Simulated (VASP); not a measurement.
Runs of VASP 6.6.1 on Ta4O. The structure is that of space group P4/mmm (No. 123), or close to it. The cells are those of the table. 

```csv
cell,gap on the mesh (eV),pressure (GPa),largest force (eV/Å)
"a = 3.352, b = 3.352, c = 7.617 Å, 5 atoms",none,-15.8,0.10
"a = 3.352, b = 3.352, c = 7.174 Å, 5 atoms",none,-3.0,0.64
"a = 3.352, b = 3.352, c = 7.395 Å, 5 atoms",none,-10.2,(a)
"a = 3.206, b = 3.206, c = 7.617 Å, 5 atoms",none,(b),0.32
"a = 3.255, b = 3.255, c = 7.617 Å, 5 atoms",none,-6.3,0.23
```

Alike in all rows: task single point; level PBE; potentials or basis VASP PAW PBE potentials, release 64 (Ta_pv, O); no spin polarisation; k mesh 14 × 14 × 8; cutoff (eV) 520; smearing gaussian 0.15 eV.

Fill in the values left out.

(a) 0.17; (b) -0.3.

Caveats: spin-orbit coupling is left out, which moves the levels of the heavy elements.

A k mesh can miss the band edges, and the runs leave out spin-orbit coupling on Ta.

A gap of «none» marks levels without a gap at the run's occupations.
